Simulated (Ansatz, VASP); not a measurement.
Cu in VASP and in Ansatz

File POSCAR:

```
Cu
1.0
    0.0000000000      2.8880109880      2.8880109880
    2.8880109880      0.0000000000      2.8880109880
    2.8880109880      2.8880109880      0.0000000000
Cu
3
Direct
    0.5000000000      0.5000000000      0.5000000000
    0.2500000000      0.2500000000      0.2500000000
    0.7500000000      0.7500000000      0.7500000000
```

The input INCAR.step1:

```
SYSTEM = Cu
  PREC = Accurate
  ENCUT = 520
  ISMEAR = 0
  SIGMA = 0.1
  LREAL = .False.
  LASPH = .True.
  NELM = 150
  ISPIN = 2
  MAGMOM = 1 1 1
  LMAXMIX = 4
  NBANDS = 28
  GGA = PE
  ALGO = Normal
  EDIFF = 1E-4
  LWAVE = .True.
  LCHARG = .False.
```

Contents of INCAR.step2:

```
SYSTEM = Cu
  PREC = Accurate
  ENCUT = 520
  EDIFF = 1E-7
  ISMEAR = 0
  SIGMA = 0.1
  LREAL = .False.
  LASPH = .True.
  NELM = 150
  ALGO = Normal
  ISIF = 2
  LWAVE = .False.
  LCHARG = .True.
  ISPIN = 2
  MAGMOM = 1 1 1
  LORBIT = 11
  LMAXMIX = 4
  METAGGA = R2SCAN
  LMIXTAU = .True.
  LELF = .True.
  LVHAR = .True.
  NBANDS = 28
  ISTART = 1
```

The input KPOINTS:

```
Automatic mesh
0
Gamma
  10 10 10
  0 0 0
```

Input for Ansatz:

```yaml
crystal:
  lattice:
    - [0.0, 2.888010988, 2.888010988]
    - [2.888010988, 0.0, 2.888010988]
    - [2.888010988, 2.888010988, 0.0]
  atoms:
    - { symbol: Cu, position: [0.5, 0.5, 0.5], spin: 1.0 }
    - { symbol: Cu, position: [0.25, 0.25, 0.25], spin: 1.0 }
    - { symbol: Cu, position: [0.75, 0.75, 0.75], spin: 1.0 }
magnetization:
  spin_polarized: true
basis:
  ecutwfc: 500
  fft_grid_basis: typed
kpoints:
  mp_grid: { grid: [10, 10, 10] }
hamiltonian:
  xc: r2scan
  pseudopotentials: { kind: paw }
scf:
  occupations: { method: gaussian, width: 0.1 }
output:
  forces: true
  stress: true
  eigenvalues: true
  bader: true
  write_density: true
  volumetric_format: npy
  populations: true
```

Alike in both runs: task single point; functional r2SCAN; k mesh 10 × 10 × 10; occupations gaussian, width 0.1 eV; collinear spin.

|  | VASP | Ansatz |
| --- | --- | --- |
| version | VASP 6.6.1 | Ansatz 0.2.0 |
| potentials or method | VASP PAW PBE potentials, release 64 (Cu), cutoff 520 eV | scalar-relativistic, plane waves, PAW |
| valence electrons in the cell | 33 | 57 |

|  | VASP | Ansatz | Ansatz less VASP |
| --- | --- | --- | --- |
| gap on the k mesh at the Fermi level (eV) | none | none | - |
| net moment per atom (μB) | 0.00 | 0.00 | 0.000 |

VASP's potentials were made for PBE, not for r2SCAN. A gap of «none» marks a metal or a gap that the smearing closes. VASP's potentials hold 33 valence electrons a cell and Ansatz's 57, so a difference there can come from the potentials and not from the codes. Ansatz's warnings: seeded moment not kept, stability check not made.
